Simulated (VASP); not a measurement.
A run of VASP 6.6.1:

Contents of POSCAR:

```
Li
1.0
    3.1388522262      0.0000000000      0.0000000000
   -1.5694261131      2.7183257666      0.0000000000
    0.0000000000      0.0000000000      5.1195124211
Li
2
Direct
    0.3333333333      0.6666666667      0.2500000000
    0.6666666667      0.3333333333      0.7500000000
```

The input INCAR.step1:

```
SYSTEM = Li
ALGO = Normal
EDIFF = 1E-4
ENCUT = 520
GGA = PE
ISMEAR = -1
LASPH = .True.
LCHARG = .False.
LREAL = .False.
LWAVE = .True.
NBANDS = 10
NELM = 80
PREC = Accurate
SIGMA = 0.1
```

The input INCAR.step2:

```
SYSTEM = Li
ALGO = Normal
EDIFF = 1E-7
ENCUT = 520
ISIF = 2
ISMEAR = -1
ISTART = 1
LASPH = .True.
LCHARG = .False.
LMIXTAU = .True.
LREAL = .False.
LWAVE = .False.
METAGGA = R2SCAN
NBANDS = 10
NELM = 80
PREC = Accurate
SIGMA = 0.1
```

KPOINTS

```
k-points
0
Gamma
  13 13 7
  0 0 0
```

Potentials or basis: VASP PAW PBE potentials, release 64 (Li_sv).

Command:

```sh
$ cat potpaw_PBE.64/Li_sv/POTCAR > POTCAR
$ cp INCAR.step1 INCAR
$ mpirun -np 1 vasp_std > vasp.out
$ cp INCAR.step2 INCAR
$ mpirun -np 1 vasp_std > vasp.out
```

Hardware: 1 thread of Intel Xeon 8259CL (shared host).

Q: How long does it take, and how much memory?

A: It took 7.6 min on 1 thread of Intel Xeon 8259CL, on a shared host, peak memory 0.14 GiB. Counts: k points 84.
